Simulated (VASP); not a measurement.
# Ta3SbOs: single point with PBE

The system is Ta3SbOs.

```
Ta Sb Os
1.0
     4.27358    0.00000    0.00000
     0.00000    4.27358    0.00000
     0.00000    0.00000    4.27358
Ta Sb Os
3 1 1
Cartesian
  2.1368 0.0000 0.0000
  0.0000 2.1368 0.0000
  0.0000 0.0000 2.1368
  2.1368 2.1368 2.1368
  0.0000 0.0000 0.0000
```

* Program: VASP 6.6.1
* Task: single point
* Functional: PBE
* Potentials or basis: VASP PAW PBE potentials, release 64 (Ta_pv, Sb, Os)
* Cutoff: 520 eV
* k mesh: 4 × 4 × 4
* Occupations: gaussian, width 0.1 eV
* Spin: no spin polarisation

* Pressure: 124.2 GPa
* Band gap on the k mesh: zero (band 23 reaches 10.58 eV, above the bottom of band 24 at 8.45 eV)

Levels at points of the mesh, in eV from the Fermi level:
```csv
k point,band 20,band 21,band 22,band 23,band 24,band 25,band 26,band 27
"(0.00, 0.00, 0.00)",-2.81,-2.81,0.08,0.08,0.08,0.96,4.25,4.25
"(0.50, 0.00, 0.00)",-2.35,-2.05,-2.05,-0.79,-0.07,0.57,0.71,1.02
"(0.50, 0.50, 0.00)",-2.72,-2.72,-2.13,0.41,0.59,0.59,0.85,1.03
"(0.50, 0.50, 0.50)",-1.80,-1.80,-1.73,-1.73,-1.73,-0.63,0.50,0.50
```

Run time: 20 s on 1 thread of Intel(R) Xeon(R) Platinum 8375C CPU @ 2.90GHz (Ice Lake), with other jobs on the host, peak memory 0.19 GiB.

Caveat: the k points lie up to 0.37 Å⁻¹ apart; spin-orbit coupling is left out, which moves the levels of the heavy elements.
